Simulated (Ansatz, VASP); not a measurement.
NaCl in VASP and in Ansatz

The input INCAR:

```
PREC     = Accurate       # precision mode
ENCUT    = 520            # plane-wave cutoff, eV
EDIFF    = 1E-6           # SCF threshold, eV
ISMEAR   = -1             # smearing method
SIGMA    = 0.02           # smearing width, eV
LREAL    = False          # projectors in reciprocal space
LASPH    = True           # aspherical terms in the spheres
NELM     = 100            # most SCF steps
ALGO     = Normal         # electronic algorithm
ISIF     = 2              # what is computed and relaxed
LWAVE    = False          # write WAVECAR
LCHARG   = False          # write CHGCAR
GGA      = PE             # functional
NBANDS   = 14             # bands
```

KPOINTS

```
Automatic mesh
0
Gamma
  8 8 8
```

Contents of POSCAR:

```
NaCl
1.0
    0.0000000000      2.8026988254      2.8026988254
    2.8026988254      0.0000000000      2.8026988254
    2.8026988254      2.8026988254      0.0000000000
Na Cl
1 1
Direct
    0.0000000000      0.0000000000      0.0000000000
    0.5000000000      0.5000000000      0.5000000000
```

Input for Ansatz:

```yaml
crystal:
  lattice:
    - [0.0, 2.8026988254, 2.8026988254]
    - [2.8026988254, 0.0, 2.8026988254]
    - [2.8026988254, 2.8026988254, 0.0]
  atoms:
    - { symbol: Na, position: [0.0, 0.0, 0.0] }
    - { symbol: Cl, position: [0.5, 0.5, 0.5] }
kpoints:
  mp_grid: { grid: [8, 8, 8] }
  band_path:
    path:
      - [0.0, 0.0, 0.0]
      - [0.5, 0.0, 0.5]
      - [0.625, 0.25, 0.625]
      - [0.375, 0.375, 0.75]
      - [0.5, 0.5, 0.5]
      - [0.5, 0.25, 0.75]
    npoints: 1
hamiltonian:
  xc: pbe
scf:
  occupations: { method: fermi_dirac, width: 0.02 }
  n_extra_bands: 4
output:
  forces: true
  stress: true
  eigenvalues: true
```

Alike in both runs: task single point; functional PBE; k mesh 8 × 8 × 8; occupations fermi-dirac, width 0.02 eV; no spin polarisation.

```csv
,VASP,Ansatz
version,VASP 6.6.1,Ansatz 0.2.0
potentials or method,"VASP PAW PBE potentials, release 64 (Na_pv, Cl)","plane waves, PAW"
plane-wave cutoff (eV),520,420
valence electrons in the cell,14,16
```

Ansatz gave:

```
gap on the k mesh at the Fermi level (eV) : 5.18
pressure (GPa)                            : 1.3
```

Q: Which values does VASP return?

A: gap on the k mesh at the Fermi level (eV): 5.18; pressure (GPa): 1.2.

VASP's potentials hold 14 valence electrons a cell and Ansatz's 16, so a difference there can come from the potentials and not from the codes.
